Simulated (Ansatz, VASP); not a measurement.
**LiF: VASP beside Ansatz**

INCAR

```
SYSTEM = LiF
ALGO = Normal ; EDIFF = 1E-7
ENCUT = 520 ; GGA = CA
ISIF = 2 ; ISMEAR = -1
LASPH = .TRUE. ; LCHARG = .FALSE.
LREAL = .FALSE. ; LWAVE = .FALSE.
NBANDS = 12 ; NELM = 100
PREC = Accurate ; SIGMA = 0.03
```

The input KPOINTS:

```
k-points
0
G
  10 10 10
  0 0 0
```

POSCAR

```
LiF
1.0
    0.0000000000      2.0140000000      1.9938600000
    2.0140000000      0.0000000000      1.9938600000
    2.0140000000      2.0140000000      0.0000000000
Li F
1 1
Direct
    0.0000000000      0.0000000000      0.0000000000
    0.5000000000      0.5000000000      0.5000000000
```

Input for Ansatz:

```yaml
crystal:
  lattice:
    - [0.0, 2.014, 1.99386]
    - [2.014, 0.0, 1.99386]
    - [2.014, 2.014, 0.0]
  atoms:
    - { symbol: Li, position: [0.0, 0.0, 0.0] }
    - { symbol: F, position: [0.5, 0.5, 0.5] }
kpoints:
  mp_grid: { grid: [10, 10, 10] }
  band_path:
    path:
      - [0.0, 0.0, 0.0]
      - [0.0, 0.5, 0.5]
      - [0.25, 0.75, 0.5]
      - [0.0, 0.5, 0.0]
      - [0.0, 0.0, 0.0]
      - [0.5, 0.5, 0.0]
      - [0.3775380063, 0.6224619937, 0.0]
      - [-0.3775380063, 0.3775380063, 0.0]
      - [0.0, 0.0, 0.0]
    npoints: 5
scf:
  occupations: { method: fermi_dirac, width: 0.03 }
hamiltonian:
  xc: lda
  pseudopotentials: { kind: all_electron, lapw: { basis_error: 0.001 } }
output:
  forces: true
  stress: true
  eigenvalues: true
```

Change from the starting cell: zz strain of -1 %.

Alike in both runs: task single point; functional LDA; k mesh 10 × 10 × 10; occupations fermi-dirac, width 0.03 eV; no spin polarisation.

|  | VASP | Ansatz |
| --- | --- | --- |
| version | VASP 6.6.1 | Ansatz 0.2.0 |
| potentials or method | VASP PAW LDA potentials, release 64 (Li_sv, F), cutoff 520 eV | all-electron LAPW, scalar-relativistic |

Ansatz gave:

- gap on the k mesh at the Fermi level (eV): 8.90

**Question.** Which values does VASP return?

**Answer.** gap on the k mesh at the Fermi level (eV): 8.92.

LDA's correlation is that of Perdew and Zunger in VASP and of Perdew and Wang (1992) in Ansatz. Ansatz ran all-electron here, and VASP with PAW potentials.

Noted on VASP's run: the cutoff is short for stress, so the pressure is rough.
